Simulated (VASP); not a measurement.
Wanted: the native input for a VASP 6.6.1 run.

- Task: single point
- Functional: PBE
- Potentials or basis: VASP PAW PBE potentials, release 64 (Sc_sv, Ga_d)
- Cutoff: 400 eV
- k mesh: 4 × 3 × 3
- Occupations: gaussian, width 0.1 eV
- Spin: no spin polarisation
- Dipole correction: no
- Further INCAR settings: ALGO = Normal; EDIFF = 1e-06; NBANDS = 33

The structure of ScGa3 lies in POSCAR:

```
ScGa3
1.0
    3.7666310000      0.6452790000     -0.2920480000
   -0.3833150000      4.4425840000     -0.2419170000
    0.0755910000     -0.6672110000      4.6838310000
Sc Ga
1 3
Direct
    0.5379894458      0.8718745839      0.9141416557
    0.7071279616      0.3431438143      0.3769902520
    0.0726360617      0.3637871175      0.8741228077
    0.1325485749      0.7371331938      0.3625119260
```

One way to write it, as run:

INCAR

```
PREC     = Accurate       # precision mode
ENCUT    = 400            # plane-wave cutoff, eV
EDIFF    = 1E-6           # SCF threshold, eV
ISMEAR   = 0              # smearing method
SIGMA    = 0.1            # smearing width, eV
LREAL    = F              # projectors in reciprocal space
LASPH    = T              # aspherical terms in the spheres
NELM     = 120            # most SCF steps
ALGO     = Normal         # electronic algorithm
ISIF     = 2              # what is computed and relaxed
LWAVE    = F              # write WAVECAR
LCHARG   = F              # write CHGCAR
GGA      = PE             # functional
NBANDS   = 33             # bands
GGA_COMPAT= F
```

KPOINTS

```
Automatic mesh
0
Gamma
  4 3 3
```

Potentials or basis: VASP PAW PBE potentials, release 64 (Sc_sv, Ga_d).

The run is started by

```console
$ cat potpaw_PBE.64/Sc_sv/POTCAR potpaw_PBE.64/Ga_d/POTCAR > POTCAR
$ mpirun -np 1 vasp_std > vasp.out
```

It gave:

The pressure is -0.3 GPa and the largest force is 1.197 eV/Å. The band gap on the k mesh is zero (bands 25 and 26 overlap by 1.78 eV).

Caveat: the k points lie up to 0.48 Å⁻¹ apart, too coarse for converged energies and pressures of a metal.

Run time: 34 s on 1 thread of Intel(R) Xeon(R) Platinum 8375C CPU @ 2.90GHz (Ice Lake), with other jobs on the host, peak memory 0.18 GiB.
